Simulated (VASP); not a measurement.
A run of VASP 6.6.1 is set up as follows.

The input INCAR:

```
PREC = Accurate ; ENCUT = 520
EDIFF = 1E-6 ; ISMEAR = 0
SIGMA = 0.02 ; LREAL = False
LASPH = True ; NELM = 150
ALGO = Normal ; ISIF = 2
LWAVE = False ; LCHARG = False
LMAXMIX = 4 ; LDAU = True
LDAUTYPE = 2 ; LDAUL = 2 -1
LDAUU = 3.32 0 ; LDAUJ = 0 0
LDAUPRINT = 1 ; GGA = PE
NBANDS = 14
```

KPOINTS

```
Automatic mesh
0
Gamma
  12 12 12
```

The input POSCAR:

```
CoO
1.0
   -1.4876192741      1.4876192741      2.0787701130
    1.4876192741     -1.4876192741      2.0787701130
    1.4876192741      1.4876192741     -2.0787701130
Co O
1 1
Direct
    0.0000000000      0.0000000000      0.0000000000
    0.5000000000      0.5000000000      0.0000000000
```

Potentials or basis: VASP PAW PBE potentials, release 64 (Co, O).

Command:

```bash
$ cat potpaw_PBE.64/Co/POTCAR potpaw_PBE.64/O/POTCAR > POTCAR
$ mpirun -np 1 vasp_std > vasp.out
```

**Question.** Predict the band gap on the k mesh.

**Answer.** Zero (an odd number of electrons rules out a gap without spin polarisation).

**Question.** Predict the pressure.

**Answer.** -12.9 GPa.

Stress tensor (GPa, compression positive):
```
-13.11   0.00   0.00
  0.00 -13.11   0.00
  0.00   0.00 -12.53
```

Caveat: the cell stands under tension; an odd number of electrons without spin polarisation forces a metal; a magnetic or distorted state may lie lower; the run has no spin polarisation, though such a crystal can be magnetic; U without spin polarisation on a metal has little footing. Spin polarisation is off, so any magnetic state and its effect on volume and gap are missing.
